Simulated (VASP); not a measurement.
Set up this calculation in VASP 6.6.1, as the native input.

* Task: single point
* Functional: BLYP
* Potentials or basis: VASP PAW PBE potentials, release 64 (C)
* Cutoff: 520 eV
* k mesh: 22 × 22 × 4
* Occupations: fermi-dirac, width 0.1 eV
* Spin: no spin polarisation
* Dipole correction: no
* Further INCAR settings: ALGO = Normal; EDIFF = 1e-06; NBANDS = 11

The structure of C lies in POSCAR:

```
C
1.0
    1.7799553904      0.0000000000      0.0000000000
   -0.8899776952      1.5414865857      0.0000000000
    0.0000000000      0.0000000000      8.8054721654
C
2
Direct
    0.3333333333      0.6666666667      0.2500000000
    0.6666666667      0.3333333333      0.7500000000
```

This cell differs from its parent crystal: volume scaled by 0.96.

One way to write it, as run:

INCAR

```
SYSTEM = C
PREC = Accurate
ENCUT = 520
EDIFF = 1E-6
ISMEAR = -1
SIGMA = 0.1
LREAL = .FALSE.
LASPH = .TRUE.
NELM = 80
ALGO = Normal
ISIF = 2
LWAVE = .FALSE.
LCHARG = .FALSE.
GGA = B5
ALDAX = 1.0
AGGAX = 1.0
AGGAC = 1.0
ALDAC = 0.0
NBANDS = 11
```

KPOINTS

```
Automatic mesh
0
G
  22 22 4
  0 0 0
```

Potentials or basis: VASP PAW PBE potentials, release 64 (C).

The run is started by

```bash
$ cat potpaw_PBE.64/C/POTCAR > POTCAR
$ mpirun -np 1 vasp_std > vasp.out
```

It gave:

The pressure is 0.4 GPa. The band gap on the k mesh is zero (band 4 reaches 3.61 eV, above the bottom of band 5 at 2.38 eV).

Caveat: the PAW data sets were made with another functional, which shifts forces and pressure a little; this functional lacks dispersion, which binds the layers, so the pressure and a relaxed spacing across them are unreliable.

Run time: 14 s on 1 thread of Intel(R) Xeon(R) 6975P-C (Granite Rapids), with other jobs on the host, peak memory 0.15 GiB.
